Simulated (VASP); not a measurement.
# FePt (P4mm) in VASP: single point with PBEsol

Aim: the single point of FePt with PBEsol.

All numbers are computed with VASP 6.6.1; they aren't measurements. Logs are shortened: lines on timing, memory, paths and dates and some standing lists are left out, and cuts for length are marked.

## Step 1: The cell of the first run

The structure is tetragonal, space group P4mm (No. 99). Conventional cell: a = 2.722 Å, b = 2.722 Å, c = 3.700 Å, α = 90.00°, β = 90.00°, γ = 90.00°. Within 3.4 Å of Fe (site symmetry 4mm) lie 8 Pt at 2.60 to 2.74 Å and 4 Fe at 2.72 Å. Within 3.4 Å of Pt (site symmetry 4mm) lie 8 Fe at 2.60 to 2.74 Å and 4 Pt at 2.72 Å.

## Step 2: Single point, PBEsol, collinear spin, ferromagnetic start (atom 2 (Pt) moved by (+0.000, -0.100) A along x and z)

The input, INCAR:

```
SYSTEM = FePt
ALGO = Normal ; EDIFF = 1E-6
ENCUT = 520 ; GGA = PS
ISIF = 2 ; ISMEAR = 0
ISPIN = 2 ; LASPH = .True.
LCHARG = .False. ; LMAXMIX = 4
LORBIT = 11 ; LREAL = .False.
LWAVE = .False. ; MAGMOM = 3.25 0.45
NBANDS = 20 ; NELM = 150
PREC = Accurate ; SIGMA = 0.15
```

The input, KPOINTS:

```
k-points
0
Gamma
  18 18 14
  0 0 0
```

The input, POSCAR:

```
FePt
1.0
    2.7216540008      0.0000000000      0.0000000000
    0.0000000000      2.7216540008      0.0000000000
    0.0000000000      0.0000000000      3.7000000000
Fe Pt
1 1
Direct
    0.5000000000      0.5000000000      0.5000000000
    0.0000000000      0.0000000000     -0.0270270270
```

Potentials or basis: VASP PAW PBE potentials, release 64 (Fe, Pt).

The run is started by

```sh
> cat potpaw_PBE.64/Fe/POTCAR potpaw_PBE.64/Pt/POTCAR > POTCAR
> mpirun -np 1 vasp_std > vasp.out
```

OUTCAR:

```text
SYSTEM = FePt
   EDIFF = 1E-6
   ENCUT = 520
   GGA = PS
   ISIF = 2
   ISMEAR = 0
   ISPIN = 2
   LASPH = .True.
   LORBIT = 11
   LREAL = .False.
   NELM = 150
   PREC = Accurate

 ion  position               nearest neighbor table
   1  0.500  0.500  0.500-   2 2.60   2 2.60   2 2.60   2 2.60   2 2.74   2 2.74   2 2.74   2 2.74

   2  0.000  0.000  0.973-   1 2.60   1 2.60   1 2.60   1 2.60   1 2.74   1 2.74   1 2.74   1 2.74

  LATTYP: Found a simple tetragonal cell.
 ALAT       =     2.7216540008
 C/A-ratio  =     1.3594674411

  Lattice vectors:

 A1 = (   2.7216540008,   0.0000000000,   0.0000000000)
 A2 = (   0.0000000000,   2.7216540008,   0.0000000000)
 A3 = (   0.0000000000,   0.0000000000,   3.7000000000)

Analysis of symmetry for initial positions (statically):
=====================================================================
 Subroutine PRICEL returns:
 Original cell was already a primitive cell.

 Routine SETGRP: Setting up the symmetry group for a
 simple tetragonal supercell.

 Subroutine GETGRP returns: Found  8 space group operations
 (whereof  8 operations were pure point group operations)
 out of a pool of 16 trial point group operations.

The static configuration has the point symmetry C_4v.

Analysis of symmetry for dynamics (positions and initial velocities):
=====================================================================
 Subroutine PRICEL returns:
 Original cell was already a primitive cell.

 Routine SETGRP: Setting up the symmetry group for a
 simple tetragonal supercell.

 Subroutine GETGRP returns: Found  8 space group operations
 (whereof  8 operations were pure point group operations)
 out of a pool of 16 trial point group operations.

The dynamic configuration has the point symmetry C_4v.

Analysis of structural, dynamic, and magnetic symmetry:
=====================================================================
 Subroutine PRICEL returns:
 Original cell was already a primitive cell.

 Routine SETGRP: Setting up the symmetry group for a
 simple tetragonal supercell.

 Subroutine GETGRP returns: Found  8 space group operations
 (whereof  8 operations were pure point group operations)
 out of a pool of 16 trial point group operations.

The overall configuration has the point symmetry C_4v.

 Subroutine INISYM returns: Found  8 space group operations
 (whereof  8 operations are pure point group operations),
 and found     1 'primitive' translations

----------------------------------------------------------------------------------------

                                     Primitive cell

  volume of cell :      27.4074

  direct lattice vectors                    reciprocal lattice vectors
     2.721654001  0.000000000  0.000000000     0.367423633  0.000000000  0.000000000
     0.000000000  2.721654001  0.000000000     0.000000000  0.367423633  0.000000000
     0.000000000  0.000000000  3.700000000     0.000000000  0.000000000  0.270270270

  length of vectors
     2.721654001  2.721654001  3.700000000     0.367423633  0.367423633  0.270270270

  position of ions in fractional coordinates (direct lattice)
     0.500000000  0.500000000  0.500000000
     0.000000000  0.000000000  0.972972973

  ion indices of the primitive-cell ions
   primitive index   ion index
                 1           1
                 2           2

----------------------------------------------------------------------------------------

 KPOINTS: k-points

Automatic generation of k-mesh.
 Grid dimensions read from file:
 generate k-points for:   18   18   14

 Generating k-lattice:

  Cartesian coordinates                     Fractional coordinates (reciprocal lattice)
     0.020412424  0.000000000  0.000000000     0.055555556  0.000000000  0.000000000
     0.000000000  0.020412424  0.000000000     0.000000000  0.055555556  0.000000000
     0.000000000  0.000000000  0.019305019     0.000000000  0.000000000  0.071428571

  Length of vectors
     0.020412424  0.020412424  0.019305019

  Shift w.r.t. Gamma in fractional coordinates (k-lattice)
     0.000000000  0.000000000  0.000000000

 Subroutine IBZKPT returns following result:
 ===========================================

 Found    440 irreducible k-points:

 Following reciprocal coordinates:
            Coordinates               Weight
  0.000000  0.000000  0.000000      1.000000
  0.055556  0.000000  0.000000      4.000000
  0.111111  0.000000  0.000000      4.000000
  0.166667  0.000000  0.000000      4.000000
  0.222222  0.000000  0.000000      4.000000
  0.277778  0.000000  0.000000      4.000000
[... 16 lines left out ...]
  0.277778  0.111111  0.000000      8.000000
  0.333333  0.111111  0.000000      8.000000
 [... further k-points ...]
   k-points           NKPTS =    440   k-points in BZ     NKDIM =    440   number of bands    NBANDS=     20
   number of dos      NEDOS =    301   number of ions     NIONS =      2
   total plane-waves  NPLWV =  11200
   dimension x,y,z NGX =    20 NGY =   20 NGZ =   28
   dimension x,y,z NGXF=    40 NGYF=   40 NGZF=   56
   ions per type =               1   1
   NGX,Y,Z   is equivalent  to a cutoff of  12.22, 12.22, 12.58 a.u.
   NGXF,Y,Z  is equivalent  to a cutoff of  24.43, 24.43, 25.16 a.u.
 SYSTEM =  FePt
   PREC   = accura    normal or accurate (medium, high low for compatibility)
   ISTART =      0    job   : 0-new  1-cont  2-samecut
   ICHARG =      2    charge: 1-file 2-atom 10-const
   ISPIN  =      2    spin polarized calculation?
   LNONCOLLINEAR =      F non collinear calculations
   LSORBIT =      F    spin-orbit coupling
   LASPH  =      T    aspherical Exc in radial PAW
   ENCUT  =  520.0 eV  38.22 Ry    6.18 a.u.   5.06  5.06  6.88*2*pi/ulx,y,z
   NELM   =    150;   NELMIN=  2; NELMDL= -5     # of ELM steps
   EDIFF  = 0.1E-05   stopping-criterion for ELM
   LREAL  =      F    real-space projection
   EDIFFG = 0.1E-04   stopping-criterion for IOM
   NSW    =      0    number of steps for IOM
   IBRION =     -1    ionic relax: 0-MD 1-quasi-New 2-CG
   NFREE  =      0    steps in history (QN), initial steepest desc. (CG)
   ISIF   =      2    stress and relaxation
   ISYM   =      2    0-nonsym 1-usesym 2-fastsym
   POTIM  = 0.5000    time-step for ionic-motion
   TEBEG  =    0.0;   TEEND  =   0.0 temperature during run
   PSTRESS=    0.0 pullay stress
   NELECT =      18.0000    total number of electrons
   NUPDOWN=      -1.0000    fix difference up-down
   EMIN   =  10.00;   EMAX   =-10.00  energy-range for DOS
   EFERMI =   0.00;   METHOD = LEGACY
   ISMEAR =     0;   SIGMA  =   0.15  broadening in eV -4-tet -1-fermi 0-gaus
   EFERMI_NEDOS =   21; number of points for ismear=-14 and -15
   IALGO  =     38    algorithm
   IMIX   =      4    mixing-type and parameters
     AMIX     =   0.40;   BMIX     =  1.00
     AMIX_MAG =   1.60;   BMIX_MAG =  1.00
  volume/ion in A,a.u.               =      13.70        92.48
  Fermi-wavevector in a.u.,A,eV,Ry     =   1.423016  2.689111 27.551455  2.024975
  Thomas-Fermi vector in A             =   2.543658
   LORBIT       =     11    0 simple, 1 ext, 2 COOP (PROOUT), +10 PAW based schemes
   GGA     = PS    functional components
   LHFCALC =     F    Hartree Fock is set to
   AEXX    =    0.0000 exact exchange contribution
   IVDW    =     0    specifies the selected vdW correction
   LEPSILON=     F    determine dielectric tensor
   LRPA    =     F    only Hartree local field effects (RPA)
 spin polarized calculation
 Gauss-broadening in eV      SIGMA  =   0.15
  energy-cutoff  :      520.00
  volume of cell :       27.41
 maximum number of plane-waves:       760
   NGX = 11   NGY = 11   NGZ = 13

 number of electron      17.9999995 magnetization       3.2665256

 Free energy of the ion-electron system (eV)
  ---------------------------------------------------
  ext. energy  EPLUGINS =         0.00000000
  ---------------------------------------------------
  free energy    TOTEN  =       -16.24617880 eV

  energy without entropy =      -16.23080064  energy(sigma->0) =      -16.23848972

 E-fermi :   8.6214     XC(G=0): -13.2406

 val. band max:        8.6213633360   @ k =   0.3333   0.1667   0.5000
 cond. band min:       8.6216139525   @ k =   0.2778   0.1667   0.4286
 fundamental gap:      0.0002506164
 Fermi energy:         8.6214453491

 spin component 1

 k-point     1 :       0.0000    0.0000    0.0000
  band No.  band energies     occupation
      1      -1.1001      1.00000
      2       2.1995      1.00000
      3       2.3406      1.00000
      4       5.1532      1.00000
      5       5.1532      1.00000
      6       5.7427      1.00000
[... 12 lines left out ...]
     19      30.1462      0.00000
     20      30.1462      0.00000
[... 507 lines left out ...]
 k-point    24 :       0.3333    0.1111    0.0000
  band No.  band energies     occupation
      1       1.5380      1.00000
      2       3.4117      1.00000
      3       3.9235      1.00000
      4       4.0692      1.00000
      5       5.0202      1.00000
      6       5.5755      1.00000
[... 12 lines left out ...]
     19      30.1074      0.00000
     20      30.5441      0.00000

 [... further k-points ...]

 spin component 2

 k-point     1 :       0.0000    0.0000    0.0000
  band No.  band energies     occupation
      1      -0.9162      1.00000
      2       2.7380      1.00000
      3       2.7762      1.00000
      4       6.2141      1.00000
      5       6.2141      1.00000
      6       7.7975      1.00000
[... 12 lines left out ...]
     19      30.2866      0.00000
     20      30.2866      0.00000
[... 507 lines left out ...]
 k-point    24 :       0.3333    0.1111    0.0000
  band No.  band energies     occupation
      1       1.7462      1.00000
      2       3.8816      1.00000
      3       4.4281      1.00000
      4       4.6069      1.00000
      5       6.1053      1.00000
      6       6.3385      1.00000
[... 12 lines left out ...]
     19      30.3110      0.00000
     20      30.8528      0.00000

 [... further k-points ...]

------------------------ aborting loop because EDIFF is reached ----------------------------------------

  FORCE on cell =-STRESS in cart. coord.  units (eV):
  Direction    XX          YY          ZZ          XY          YZ          ZX
  --------------------------------------------------------------------------------------
  -------------------------------------------------------------------------------------
  Total       -0.8010915     -0.8010915     -0.3319138      0.0000000     -0.0000000      0.0000000
  in kB      -46.8301101    -46.8301101    -19.4029777      0.0000000     -0.0000000      0.0000000
  external PRESSURE =     -37.6877326 kB  Pullay stress =       0.0000000 kB

 VOLUME and BASIS-vectors are now :
 -----------------------------------------------------------------------------
  energy-cutoff  :      520.00
  volume of cell :       27.41
      direct lattice vectors                 reciprocal lattice vectors
     2.721654001  0.000000000  0.000000000     0.367423633  0.000000000  0.000000000
     0.000000000  2.721654001  0.000000000     0.000000000  0.367423633  0.000000000
     0.000000000  0.000000000  3.700000000     0.000000000  0.000000000  0.270270270

 POSITION                                       TOTAL-FORCE (eV/Angst)
 -----------------------------------------------------------------------------------
      1.36083      1.36083      1.85000         0.000000      0.000000     -0.849335
      0.00000      0.00000      3.60000        -0.000000     -0.000000      0.849335
 -----------------------------------------------------------------------------------
    total drift:                               -0.000000      0.000000      0.000270

  FREE ENERGIE OF THE ION-ELECTRON SYSTEM (eV)
  ---------------------------------------------------
  free  energy   TOTEN  =       -16.2461787974 eV

  energy  without entropy=      -16.2308006369  energy(sigma->0) =      -16.23848972

 total charge

# of ion       s       p       d       tot
------------------------------------------
    1        0.418   0.466   6.135   7.018
    2        0.713   0.674   8.053   9.440
--------------------------------------------------
tot          1.131   1.140  14.188  16.458

 magnetization (x)

# of ion       s       p       d       tot
------------------------------------------
    1        0.004  -0.005   2.891   2.890
    2       -0.025  -0.062   0.428   0.341
--------------------------------------------------
tot         -0.021  -0.067   3.319   3.231
```

It took 9.9 min on 1 thread of Intel Xeon 8259CL, shared host; peak memory 0.46 GiB.

What came out:

- Free energy: -16.2462 eV
- Pressure: -3.8 GPa
- Largest force: 0.849 eV/Å
- Net moment: 3.27 μB per cell
- Site moments: Fe +2.89; Pt +0.34 μB
- Valence electrons inside the program's atomic spheres: Fe 7.02; Pt 9.44

Forces in eV/Å, atoms in the order of the input:
```
Fe   0.000  0.000 -0.849
Pt   0.000  0.000  0.849
```

Levels at points of the mesh, in eV from the Fermi level:
Spin up:
```
           k point  band 7  band 8  band 9  band 10  band 11  band 12  band 13  band 14  band 15  band 16
(0.00, 0.00, 0.00)   -2.12   -1.87   -0.49    -0.35    -0.35     2.36     9.85    11.59    11.59    17.21
(0.50, 0.00, 0.00)   -2.86   -2.58   -1.98    -1.55     0.16     2.00    10.33    10.48    12.79    13.57
(0.50, 0.50, 0.00)   -0.49   -0.43   -0.43     0.53     1.52     1.52     7.57     9.91    11.15    12.41
(0.00, 0.00, 0.50)   -2.45   -2.28   -2.04    -2.04    -1.83    -0.83    15.61    15.66    16.13    16.13
(0.50, 0.00, 0.50)   -1.21   -0.77   -0.74    -0.55    -0.44    -0.32     4.70     6.84    16.16    16.51
(0.50, 0.50, 0.50)   -2.24   -1.72   -1.02     0.53     6.76     6.76     7.67     8.18     8.59     8.67
```
Spin down:
| k point | band 5 | band 6 | band 7 | band 8 | band 9 | band 10 | band 11 | band 12 |
| --- | --- | --- | --- | --- | --- | --- | --- | --- |
| (0.00, 0.00, 0.00) | -2.41 | -0.82 | -0.73 | 0.52 | 1.66 | 1.71 | 1.71 | 2.66 |
| (0.50, 0.00, 0.00) | -2.53 | -1.45 | -1.13 | -0.89 | 0.53 | 0.75 | 2.33 | 2.60 |
| (0.50, 0.50, 0.00) | 0.89 | 1.21 | 1.63 | 1.72 | 1.72 | 1.78 | 1.78 | 1.79 |
| (0.00, 0.00, 0.50) | -1.96 | -1.96 | -1.36 | -0.63 | 0.25 | 0.47 | 0.47 | 1.40 |
| (0.50, 0.00, 0.50) | -2.33 | -0.49 | -0.47 | -0.35 | 0.89 | 1.55 | 1.60 | 1.65 |
| (0.50, 0.50, 0.50) | -1.36 | -1.36 | -1.35 | 0.78 | 0.89 | 1.79 | 7.50 | 7.50 |

Caveat: the cell differs from its parent crystal (atom 2 (Pt) moved by (+0.000, -0.100) A along x and z); the cell stands under tension; the PAW data sets were made with another functional, which shifts forces and pressure a little; spin-orbit coupling is left out, which moves the levels of the heavy elements.
